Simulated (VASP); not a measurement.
A run of VASP 6.6.1 is set up as follows.

Contents of INCAR:

```
  PREC = Accurate
  ENCUT = 520
  EDIFF = 1E-6
  ISMEAR = -1
  SIGMA = 0.16
  LREAL = Auto
  LASPH = T
  NELM = 100
  ALGO = Normal
  ISIF = 2
  LWAVE = F
  LCHARG = F
  GGA = PE
  NBANDS = 38
```

The input KPOINTS:

```
Automatic mesh
0
Gamma
  2 2 2
```

POSCAR

```
Li
1.0
    7.0944470000      0.0000000000      0.0000000000
    0.0000000000      7.0944470000      0.0000000000
    0.0000000000      0.0000000000      7.0944470000
Li
16
Direct
    0.0365074262     -0.1965621845     -0.0000845732
    0.5564070040     -0.1444087185     -0.0871526703
    0.0587783657      0.3143867309      0.0548879990
   -0.0197055528     -0.3637210906      0.5745338573
    0.5079324717      0.2096005510      0.0721127383
    0.7302612875      0.4442065745     -0.1313562565
    0.2206514475     -0.0108958457      0.3177978495
    0.8198806757      0.1082677762      0.2678432864
    0.1617462221      0.3083397480      0.4985025612
    0.3711494356      0.6053607843      0.2770758595
    0.2997555694      0.0692936320      0.7697146797
    0.5204774946      0.2922426512      0.5713905538
    0.7234108592      0.5424665235      0.2647422696
    0.9356190835      0.1108331629      0.6924147858
    0.2838980966      0.5622989361      0.7587060697
    0.5211681756      0.7828094283      0.5378995713
```

Potentials or basis: VASP PAW PBE potentials, release 64 (Li_sv).

Launch:

```sh
$ cat potpaw_PBE.64/Li_sv/POTCAR > POTCAR
$ mpirun -np 1 vasp_std > vasp.out
```

**Question.** What does it give for the largest force?

**Answer.** 0.935 eV/Å.

**Question.** What does it give for the band gap on the k mesh?

**Answer.** Zero (band 24 reaches 0.56 eV, above the bottom of band 25 at -0.09 eV).

Forces in eV/Å, atoms in the order of the input:
```
Li  -0.108 -0.044  0.022
Li   0.438 -0.312  0.475
Li   0.332  0.156 -0.099
Li  -0.297  0.397 -0.161
Li  -0.379  0.223  0.194
Li   0.048  0.228 -0.228
Li   0.187 -0.159  0.036
Li  -0.139 -0.282  0.245
Li  -0.184  0.357 -0.529
Li  -0.673 -0.367 -0.536
Li  -0.271 -0.151  0.079
Li   0.512  0.005 -0.329
Li   0.515 -0.076 -0.015
Li  -0.639 -0.262  0.192
Li   0.301 -0.130  0.510
Li   0.357  0.418  0.145
```

Caveat: the k points lie up to 0.44 Å⁻¹ apart.
